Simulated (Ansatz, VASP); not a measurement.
## GaN in VASP and in Ansatz

```
Ga N
1.0
     5.23038    0.00000    0.00000
    -2.61519    4.52964    0.00000
     0.00000    0.00000    3.39010
Ga N
1 1
Direct
  0.00000 0.00000 0.50000
  0.00000 0.00000 0.00000
```

Alike in both runs: task relaxation of cell and atoms; functional HSE06; k mesh 3 × 3 × 4; occupations fermi-dirac, width 0.05 eV; no spin polarisation.

```csv
,VASP,Ansatz
version,VASP 6.6.1,Ansatz 0.2.0
potentials or method,"VASP PAW PBE potentials, release 64 (Ga_d, N)",Ansatz PAW
plane-wave cutoff (eV),600,420
valence electrons in the cell,18,18
```

Ansatz gave:

| Quantity | Value |
| --- | --- |
| gap on the k mesh at the Fermi level, each at its own relaxed structure (eV) | 2.50 |
| relaxed volume (Å³/atom) | 41.39 |
| relaxed length of the cell vector where the two differ most in proportion (Å) | 5.327 |

Which values does VASP return?

gap on the k mesh at the Fermi level, each at its own relaxed structure (eV): 2.49; relaxed volume (Å³/atom): 39.87; relaxed length of the cell vector where the two differ most in proportion (Å): 5.235.

The k mesh is coarse, so the values compare programs but aren't converged. Noted on Ansatz's run: odd divisions of the mesh miss points on the zone boundary, where band edges often lie, so the gap on the mesh can be too wide; the plane-wave basis is chosen anew once the cell has moved, so the energies of steps on either side of that aren't comparable.
